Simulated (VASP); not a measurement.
# BeAg2 (Fm-3m) in VASP: further runs, part 3 of 3

VASP 6.6.1.

## 6. Relaxation of cell and atoms, PBE

This run uses another cell than the first one, of 16.11 Å³/atom.

INCAR

```
  ALGO = Fast
  EDIFF = 1E-7
  EDIFFG = -0.01
  ENCUT = 600
  GGA = PE
  IBRION = 2
  ISIF = 3
  ISMEAR = 0
  LASPH = T
  LCHARG = F
  LREAL = F
  LWAVE = F
  NELM = 100
  NSW = 100
  PREC = Accurate
  SIGMA = 0.1
```

KPOINTS

```
k-points
0
Gamma
  14 14 14
```

POSCAR

```
BeAg2
1.0
    0.0000000000      2.8910449160      2.8910449160
    2.8910449160      0.0000000000      2.8910449160
    2.8910449160      2.8910449160      0.0000000000
Be Ag
1 2
Direct
    0.0000000000      0.0000000000      0.0000000000
    0.2500000000      0.2500000000      0.2500000000
    0.7500000000      0.7500000000      0.7500000000
```

Potentials or basis: VASP PAW PBE potentials, release 64 (Be, Ag).

Run with:

```
$ cat potpaw_PBE.64/Be/POTCAR potpaw_PBE.64/Ag/POTCAR > POTCAR
$ mpirun -np 1 vasp_std > vasp.out
```

OUTCAR:

```text
EDIFF = 1E-7
   EDIFFG = -0.01
   ENCUT = 600
   GGA = PE
   IBRION = 2
   ISIF = 3
   ISMEAR = 0
   LASPH = T
   LREAL = F
   NELM = 100
   NSW = 100
   PREC = Accurate

 ion  position               nearest neighbor table
   1  0.000  0.000  0.000-   3 2.50   3 2.50   3 2.50   2 2.50   2 2.50   2 2.50   3 2.50   2 2.50

   2  0.250  0.250  0.250-   1 2.50   1 2.50   1 2.50   1 2.50   3 2.89   3 2.89   3 2.89   3 2.89
                             3 2.89   3 2.89
   3  0.750  0.750  0.750-   1 2.50   1 2.50   1 2.50   1 2.50   2 2.89   2 2.89   2 2.89   2 2.89
                             2 2.89   2 2.89

  LATTYP: Found a face centered cubic cell.
 ALAT       =     5.7820898320

  Lattice vectors:

 A1 = (   0.0000000000,   2.8910449160,   2.8910449160)
 A2 = (   2.8910449160,   0.0000000000,   2.8910449160)
 A3 = (   2.8910449160,   2.8910449160,   0.0000000000)

Analysis of symmetry for initial positions (statically):
=====================================================================
 Subroutine PRICEL returns:
 Original cell was already a primitive cell.

 Routine SETGRP: Setting up the symmetry group for a
 face centered cubic supercell.

 Subroutine GETGRP returns: Found 48 space group operations
 (whereof 48 operations were pure point group operations)
 out of a pool of 48 trial point group operations.

The static configuration has the point symmetry O_h .

Analysis of symmetry for dynamics (positions and initial velocities):
=====================================================================
 Subroutine PRICEL returns:
 Original cell was already a primitive cell.

 Routine SETGRP: Setting up the symmetry group for a
 face centered cubic supercell.

 Subroutine GETGRP returns: Found 48 space group operations
 (whereof 48 operations were pure point group operations)
 out of a pool of 48 trial point group operations.

The dynamic configuration has the point symmetry O_h .

 Subroutine INISYM returns: Found 48 space group operations
 (whereof 48 operations are pure point group operations),
 and found     1 'primitive' translations

----------------------------------------------------------------------------------------

                                     Primitive cell

  volume of cell :      48.3275

  direct lattice vectors                    reciprocal lattice vectors
     0.000000000  2.891044916  2.891044916    -0.172947849  0.172947849  0.172947849
     2.891044916  0.000000000  2.891044916     0.172947849 -0.172947849  0.172947849
     2.891044916  2.891044916  0.000000000     0.172947849  0.172947849 -0.172947849

  length of vectors
     4.088554930  4.088554930  4.088554930     0.299554462  0.299554462  0.299554462

  position of ions in fractional coordinates (direct lattice)
     0.000000000  0.000000000  0.000000000
     0.250000000  0.250000000  0.250000000
     0.750000000  0.750000000  0.750000000

  ion indices of the primitive-cell ions
   primitive index   ion index
                 1           1
                 2           2
                 3           3

[... 54 lines left out ...]
   number of dos      NEDOS =    301   number of ions     NIONS =      3
   total plane-waves  NPLWV =  46656
   dimension x,y,z NGX =    36 NGY =   36 NGZ =   36
   dimension x,y,z NGXF=    72 NGYF=   72 NGZF=   72
   ions per type =               1   2
   NGX,Y,Z   is equivalent  to a cutoff of  14.64, 14.64, 14.64 a.u.
   NGXF,Y,Z  is equivalent  to a cutoff of  29.28, 29.28, 29.28 a.u.
 SYSTEM =  unknown system
   PREC   = accura    normal or accurate (medium, high low for compatibility)
   ISTART =      0    job   : 0-new  1-cont  2-samecut
   ICHARG =      2    charge: 1-file 2-atom 10-const
   ISPIN  =      1    spin polarized calculation?
   LNONCOLLINEAR =      F non collinear calculations
   LSORBIT =      F    spin-orbit coupling
   LASPH  =      T    aspherical Exc in radial PAW
   ENCUT  =  600.0 eV  44.10 Ry    6.64 a.u.   8.17  8.17  8.17*2*pi/ulx,y,z
   NELM   =    100;   NELMIN=  2; NELMDL= -5     # of ELM steps
   EDIFF  = 0.1E-06   stopping-criterion for ELM
   LREAL  =      F    real-space projection
   EDIFFG = -.1E-01   stopping-criterion for IOM
   NSW    =    100    number of steps for IOM
   IBRION =      2    ionic relax: 0-MD 1-quasi-New 2-CG
   NFREE  =      1    steps in history (QN), initial steepest desc. (CG)
   ISIF   =      3    stress and relaxation
   ISYM   =      2    0-nonsym 1-usesym 2-fastsym
   POTIM  = 0.5000    time-step for ionic-motion
   TEBEG  =    0.0;   TEEND  =   0.0 temperature during run
   PSTRESS=    0.0 pullay stress
   NELECT =      24.0000    total number of electrons
   NUPDOWN=      -1.0000    fix difference up-down
   EMIN   =  10.00;   EMAX   =-10.00  energy-range for DOS
   EFERMI =   0.00;   METHOD = LEGACY
   ISMEAR =     0;   SIGMA  =   0.10  broadening in eV -4-tet -1-fermi 0-gaus
   EFERMI_NEDOS =   21; number of points for ismear=-14 and -15
   IALGO  =     68    algorithm
   IMIX   =      4    mixing-type and parameters
     AMIX     =   0.40;   BMIX     =  1.00
     AMIX_MAG =   1.60;   BMIX_MAG =  1.00
  volume/ion in A,a.u.               =      16.11       108.71
  Fermi-wavevector in a.u.,A,eV,Ry     =   1.296424  2.449886 22.867520  1.680715
  Thomas-Fermi vector in A             =   2.427881
   LORBIT       =      0    0 simple, 1 ext, 2 COOP (PROOUT), +10 PAW based schemes
   GGA     = PE    functional components
   LHFCALC =     F    Hartree Fock is set to
   AEXX    =    0.0000 exact exchange contribution
   IVDW    =     0    specifies the selected vdW correction
   LEPSILON=     F    determine dielectric tensor
   LRPA    =     F    only Hartree local field effects (RPA)
 conjugate gradient relaxation of ions
 non-spin polarized calculation
 RMM-DIIS sequential band-by-band and
 Gauss-broadening in eV      SIGMA  =   0.10
  energy-cutoff  :      600.00
  volume of cell :       48.33
 maximum number of plane-waves:      1639
 NGX is ok and might be reduce to    36
   NGX = 17   NGY = 17   NGZ = 17

--------------------------------------- Ionic step        1  -------------------------------------------

 number of electron      24.0000004 magnetization

 Free energy of the ion-electron system (eV)
  ---------------------------------------------------
  ext. energy  EPLUGINS =         0.00000000
  ---------------------------------------------------
  free energy    TOTEN  =        -8.33939965 eV

  energy without entropy =       -8.33341794  energy(sigma->0) =       -8.33640880

------------------------ aborting loop because EDIFF is reached ----------------------------------------

  FORCE on cell =-STRESS in cart. coord.  units (eV):
  Direction    XX          YY          ZZ          XY          YZ          ZX
  --------------------------------------------------------------------------------------
  -------------------------------------------------------------------------------------
  Total       -0.0983348     -0.0983348     -0.0983348     -0.0000000     -0.0000000      0.0000000
  in kB       -3.2600443     -3.2600443     -3.2600443     -0.0000000     -0.0000000      0.0000000
  external PRESSURE =      -3.2600443 kB  Pullay stress =       0.0000000 kB
[... 61 lines left out ...]
--------------------------------------- Ionic step        3  -------------------------------------------

 number of electron      24.0000004 magnetization

 Free energy of the ion-electron system (eV)
  ---------------------------------------------------
  ext. energy  EPLUGINS =         0.00000000
  ---------------------------------------------------
  free energy    TOTEN  =        -8.33954770 eV

  energy without entropy =       -8.33356485  energy(sigma->0) =       -8.33655628

 E-fermi :   6.8810     XC(G=0): -11.1264

 val. band max:        6.8758985343   @ k =   0.5000   0.5000   0.0000
 cond. band min:       6.9251000357   @ k =   0.5000   0.4286   0.0714
 fundamental gap:      0.0492015014
 Fermi energy:         6.8810238350

 k-point     1 :       0.0000    0.0000    0.0000
  band No.  band energies     occupation
      1      -1.2207      2.00000
      2       0.6170      2.00000
      3       0.6170      2.00000
      4       0.6170      2.00000
      5       0.6526      2.00000
      6       0.6526      2.00000
[... 433 lines left out ...]
      3       0.8293      2.00000
      4       1.1221      2.00000
      5       1.1602      2.00000
      6       1.2710      2.00000
[... 8 lines left out ...]
     15      12.7382      0.00000
     16      14.2249      0.00000

 [... further k-points ...]

------------------------ aborting loop because EDIFF is reached ----------------------------------------

  FORCE on cell =-STRESS in cart. coord.  units (eV):
  Direction    XX          YY          ZZ          XY          YZ          ZX
  --------------------------------------------------------------------------------------
  -------------------------------------------------------------------------------------
  Total       -0.0037043     -0.0037043     -0.0037043      0.0000000      0.0000000      0.0000000
  in kB       -0.1232057     -0.1232057     -0.1232057      0.0000000      0.0000000      0.0000000
  external PRESSURE =      -0.1232057 kB  Pullay stress =       0.0000000 kB
[... 18 lines left out ...]
  FREE ENERGIE OF THE ION-ELECTRON SYSTEM (eV)
  ---------------------------------------------------
  free  energy   TOTEN  =        -8.3395476983 eV

  energy  without entropy=       -8.3335648546  energy(sigma->0) =       -8.33655628

 reached required accuracy - stopping structural energy minimisation
```

It took 3 min on 1 thread of Intel Xeon Platinum 8488C (Sapphire Rapids), shared host; peak memory 0.28 GiB.

Results:

* Free energy: -8.3395 eV
* Relaxed volume: 16.06 Å³/atom
* Relaxed cell: a = 4.084 Å, b = 4.084 Å, c = 4.084 Å, α = 60.00°, β = 60.00°, γ = 60.00°
* Space group after relaxing (to 0.1 Å): Fm-3m (No. 225)
* Energy gained by relaxing: 0.0 meV/atom
* Ionic steps: 3
* Pressure after relaxing: 0.0 GPa
* Band gap on the k mesh: zero (bands 12 and 13 overlap by 6.22 eV)

Step by step:
```
step  energy change (eV)  largest force (eV/Å)  pressure (GPa)  volume (Å³)
   1              0.0000                0.0000           -0.33        48.33
   2             -0.0001                0.0000            0.13        48.10
   3             -0.0001                0.0000           -0.01        48.17
```

Final structure:
```xyz
3
Lattice="0.0000 2.8879 2.8879 2.8879 0.0000 2.8879 2.8879 2.8879 0.0000" Properties=species:S:1:pos:R:3 pbc="T T T"
Be    0.0000    0.0000    0.0000
Ag    1.4440    1.4440    1.4440
Ag    4.3319    4.3319    4.3319
```

## 7. The runs side by side

```csv
task,cell,k mesh,cutoff (eV),gap on the mesh (eV),pressure (GPa),relaxed volume (Å³/atom)
single point,"a = 4.013 Å, angles 60.0°, 3 atoms",6 × 6 × 6,520,none,5.2,-
single point,"a = 4.089 Å, angles 60.0°, 3 atoms",6 × 6 × 6,520,none,-0.1,-
relaxation of cell and atoms,"relaxed from a = 4.013 Å, angles 60.0°, 3 atoms",6 × 6 × 6,600,none,0.0,16.08
single point,"a = 4.085 Å, angles 60.0°, 3 atoms",14 × 14 × 14,520,none,0.0,-
relaxation of cell and atoms,"relaxed from a = 4.089 Å, angles 60.0°, 3 atoms",14 × 14 × 14,600,none,0.0,16.06
```

Alike in all rows: level PBE; potentials or basis VASP PAW PBE potentials, release 64 (Be, Ag); no spin polarisation; smearing gaussian 0.1 eV.

Caveats: the cell stands under pressure (at least some runs).

Absolute energies hang on the potentials; compare differences alone.
